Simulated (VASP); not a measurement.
Wanted: the native input for a VASP 6.6.1 run.

```yaml
Task: electric field gradients
Functional: LDA
Potentials_or_basis: VASP PAW LDA potentials, release 64 (Sr_sv, O)
Cutoff: 520 eV
k_mesh: 8 × 8 × 8
Occupations: fermi-dirac, width 0.02 eV
Spin: no spin polarisation
Dipole_correction: no
Further_INCAR_settings: ALGO = Normal; EDIFF = 1e-08; NBANDS = 15
```

The structure of SrO lies in POSCAR:

```
SrO
1.0
    0.0000000000      2.5698000000      2.5184040000
    2.5698000000      0.0000000000      2.5184040000
    2.5698000000      2.5698000000      0.0000000000
Sr O
1 1
Direct
    0.0000000000      0.0000000000      0.0000000000
    0.5000000000      0.5000000000      0.5000000000
```

This cell differs from its parent crystal: zz strain of -2 %.

One way to write it, as run:

INCAR

```
PREC = Accurate
ENCUT = 520
EDIFF = 1E-8
ISMEAR = -1
SIGMA = 0.02
LREAL = F
LASPH = T
NELM = 100
ALGO = Normal
ISIF = 2
LWAVE = F
LCHARG = F
LEFG = T
NBANDS = 15
```

KPOINTS

```
regular mesh
0
Gamma
  8 8 8
```

Potentials or basis: VASP PAW LDA potentials, release 64 (Sr_sv, O).

Run with:

```console
$ cat potpaw_LDA.64/Sr_sv/POTCAR potpaw_LDA.64/O/POTCAR > POTCAR
$ mpirun -np 1 vasp_std > vasp.out
```

Results of the run:

```yaml
Pressure: -1.5 GPa
Band_gap_on_the_k_mesh: 2.98 eV (least direct gap 3.11 eV)
Largest_electric_field_gradient_by_atom: Sr -22.3; O -7.5 V/Å²
```

Caveat: the cell differs from its parent crystal (zz strain of -2 %); without QUAD_EFG the Cq values of the log hold for a quadrupole moment of 1 mb, not for the nuclei.

Run time: 57 s on 1 thread of Intel Xeon 8259CL (shared host), peak memory 0.16 GiB.
